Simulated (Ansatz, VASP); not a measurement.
# Se in VASP and in Ansatz

```
CELL_PARAMETERS angstrom
2.87313 0.00000 0.00000
0.00000 2.87313 0.00000
0.00000 0.00000 2.87313
ATOMIC_POSITIONS crystal
Se 0.00000 0.00000 0.00000
```

Alike in both runs: task single point; functional PBEsol; k mesh 14 × 14 × 14; occupations gaussian, width 0.1 eV; no spin polarisation.

|  | VASP | Ansatz |
| --- | --- | --- |
| version | VASP 6.6.1 | Ansatz 0.2.0 |
| potentials or method | VASP PAW PBE potentials, release 64 (Se), cutoff 520 eV | scalar-relativistic, plane waves, PAW |
| valence electrons in the cell | 6 | 16 |

```csv
,VASP,Ansatz,Ansatz less VASP
gap on the k mesh at the Fermi level (eV),none,none,-
pressure (GPa),-6.2,-6.2,-0.04
```

VASP's potentials were made for PBE, not for PBEsol. A gap of «none» marks a metal or a gap that the smearing closes. VASP's potentials hold 6 valence electrons a cell and Ansatz's 16, so a difference there can come from the potentials and not from the codes.
